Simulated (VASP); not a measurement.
Crystal: SrTiO3.

```
Sr Ti O
1.0
     3.93642    0.00000    0.00000
     0.00000    3.93642    0.00000
     0.00000    0.00000    3.93642
Sr Ti O
1 1 3
Direct
  0.50000 0.50000 0.50000
  0.00000 0.00000 0.00000
  0.50000 0.00000 0.00000
  0.00000 0.50000 0.00000
  0.00000 0.00000 0.50000
```

```yaml
Program: VASP 6.6.1
Task: relaxation of cell and atoms
Functional: PBEsol
Potentials_or_basis: VASP PAW PBE potentials, release 64 (Sr_sv, Ti_sv, O)
Cutoff: 600 eV
k_mesh: 6 × 6 × 6
Occupations: fermi-dirac, width 0.02 eV
Spin: no spin polarisation
```

At the start: pressure -5.5 GPa; volume 12.20 Å³/atom.

Task: Where does the relaxation end?

Result: Over 3 steps the energy falls by 6.8 meV/atom and the volume is 11.82 Å³/atom (-3.1 %); space group Pm-3m (No. 221, to 0.1 Å) before and after.

The path:
```csv
step,energy change (eV),largest force (eV/Å),pressure (GPa),volume (Å³)
1,0.0000,0.0000,-5.52,61.00
2,-0.0040,0.0000,5.80,57.36
3,-0.0342,0.0000,-0.03,59.08
```

Final structure:
```yaml
crystal:
  lattice:
    - [3.89470, 0.00000, 0.00000]
    - [0.00000, 3.89470, 0.00000]
    - [0.00000, 0.00000, 3.89470]
  atoms:
    - { symbol: Sr, position: [0.50000, 0.50000, 0.50000] }
    - { symbol: Ti, position: [0.00000, 0.00000, 0.00000] }
    - { symbol: O, position: [0.50000, 0.00000, 0.00000] }
    - { symbol: O, position: [0.00000, 0.50000, 0.00000] }
    - { symbol: O, position: [0.00000, 0.00000, 0.50000] }
```

Caveat: the PAW data sets were made with another functional, which shifts forces and pressure a little.
